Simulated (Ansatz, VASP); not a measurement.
# One calculation of MnS, two programs

Contents of INCAR:

```
SYSTEM = MnS
PREC = Accurate ; ENCUT = 520
EDIFF = 1E-7 ; ISMEAR = 0
SIGMA = 0.05 ; LREAL = .False.
LASPH = .True. ; NELM = 80
ALGO = Normal ; ISIF = 2
LWAVE = .False. ; LCHARG = .True.
GGA = PE ; LELF = .True.
LVHAR = .True. ; NBANDS = 16
```

File KPOINTS:

```
regular mesh
0
Gamma
  10 10 10
  0 0 0
```

POSCAR

```
MnS
1.0
    0.0000000000      2.5052354536      2.5052354536
    2.5052354536      0.0000000000      2.5052354536
    2.5052354536      2.5052354536      0.0000000000
Mn S
1 1
Direct
    0.0000000000      0.0000000000      0.0000000000
    0.2500000000      0.2500000000      0.2500000000
```

Input for Ansatz:

```yaml
crystal:
  lattice:
    - [0.0, 2.5052354536, 2.5052354536]
    - [2.5052354536, 0.0, 2.5052354536]
    - [2.5052354536, 2.5052354536, 0.0]
  atoms:
    - { symbol: Mn, position: [0.0, 0.0, 0.0] }
    - { symbol: S, position: [0.25, 0.25, 0.25] }
basis:
  ecutwfc: 420
  ecutrho_ratio: 4
kpoints:
  mp_grid: { grid: [10, 10, 10] }
hamiltonian:
  xc: pbe
scf:
  occupations: { method: gaussian, width: 0.05 }
output:
  forces: true
  stress: true
  eigenvalues: true
```

Alike in both runs: task single point; functional PBE; k mesh 10 × 10 × 10; occupations gaussian, width 0.05 eV; no spin polarisation.

|  | VASP | Ansatz |
| --- | --- | --- |
| version | VASP 6.6.1 | Ansatz 0.2.0 |
| potentials or method | VASP PAW PBE potentials, release 64 (Mn_pv, S), cutoff 520 eV | scalar-relativistic, plane waves, PAW |
| valence electrons in the cell | 19 | 21 |

|  | VASP | Ansatz | Ansatz less VASP |
| --- | --- | --- | --- |
| gap on the k mesh at the Fermi level (eV) | none | none | - |
| pressure (GPa) | -2.3 | -2.4 | -0.11 |

A gap of «none» marks a metal or a gap that the smearing closes. The functional is the same, so the differences come from potentials, cutoffs and numerics. VASP's potentials hold 19 valence electrons a cell and Ansatz's 21, so a difference there can come from the potentials and not from the codes.
